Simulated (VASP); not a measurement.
Here is a VASP 6.6.1 calculation.

INCAR

```
SYSTEM = HfC
PREC = Accurate
ENCUT = 520
EDIFF = 1E-6
ISMEAR = -1
SIGMA = 0.1
LREAL = .False.
LASPH = .True.
NELM = 60
ALGO = Normal
ISIF = 2
LWAVE = .False.
LCHARG = .True.
GGA = PE
LELF = .True.
LVHAR = .True.
NBANDS = 14
```

KPOINTS

```
Automatic mesh
0
Gamma
  16 16 16
  0 0 0
```

Contents of POSCAR:

```
HfC
1.0
    0.0000000000      2.2115623204      2.2115623204
    2.2115623204      0.0000000000      2.2115623204
    2.2115623204      2.2115623204      0.0000000000
Hf C
1 1
Direct
    0.0000000000      0.0000000000      0.0000000000
    0.5000000000      0.5000000000      0.5000000000
```

Potentials or basis: VASP PAW PBE potentials, release 64 (Hf_pv, C).

The run is started by

```sh
$ cat potpaw_PBE.64/Hf_pv/POTCAR potpaw_PBE.64/C/POTCAR > POTCAR
$ mpirun -np 1 vasp_std > vasp.out
```

(1) Predict the band gap on the k mesh.

(2) Estimate the pressure.

Results:

(1) zero (band 7 reaches 8.25 eV, above the bottom of band 8 at 6.73 eV).

(2) 47.8 GPa.

Caveat: the cell differs from its parent crystal (volume scaled by 0.86, to set the pressure); spin-orbit coupling is left out, which moves the levels of the heavy elements.
